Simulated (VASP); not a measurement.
Runs of VASP 6.6.1 on Si15Au. The structure is cubic, space group F-43m (No. 216). The conventional cell has a = 10.874 Å, b = 10.874 Å, c = 10.874 Å, α = 90.00°, β = 90.00°, γ = 90.00°. Au (site symmetry -43m) has 4 Si at 2.40 Å within 3.2 Å. Si (site symmetry 2mm) has 4 Si at 2.34 to 2.35 Å within 3.1 Å. Within 3.1 Å of Si (site symmetry -43m) lie 4 Si at 2.35 Å. Si (site symmetry 3m) has 3 Si at 2.34 Å and 1 Au at 2.40 Å within 3.1 Å. Within 3.1 Å of Si (site symmetry 3m) lie 4 Si at 2.35 Å. 

```tsv
spin	fixed moment (μB)	gap on the mesh (eV)	pressure (GPa)	moment (μB)	largest force (eV/Å)
collinear	3.0	-	(a)	3.00	0.12
collinear, zero start	-	none	0.5	0.00	0.16
collinear	-	none	0.5	0.00	0.16
collinear	0.75	-	0.7	0.75	0.10
```

Alike in all rows: task single point; level PBEsol; potentials or basis VASP PAW PBE potentials, release 64 (Au, Si); cell as given; k mesh 3 × 3 × 3; cutoff (eV) 520; smearing gaussian 0.05 eV.

Problem. Fill in the values left out.

Solution. (a) 0.9.

Caveats: the PAW data sets were made with another functional, which shifts forces and pressure a little; spin-orbit coupling is left out, which moves the levels of the heavy elements; the total moment is fixed, so each spin has its own Fermi level and the state may be an excited one (at least some runs); no moment was typed at the start, so none could form (at least some runs).

A k mesh can miss the band edges, and the runs leave out spin-orbit coupling on Au.

A gap of «none» marks levels without a gap at the run's occupations.
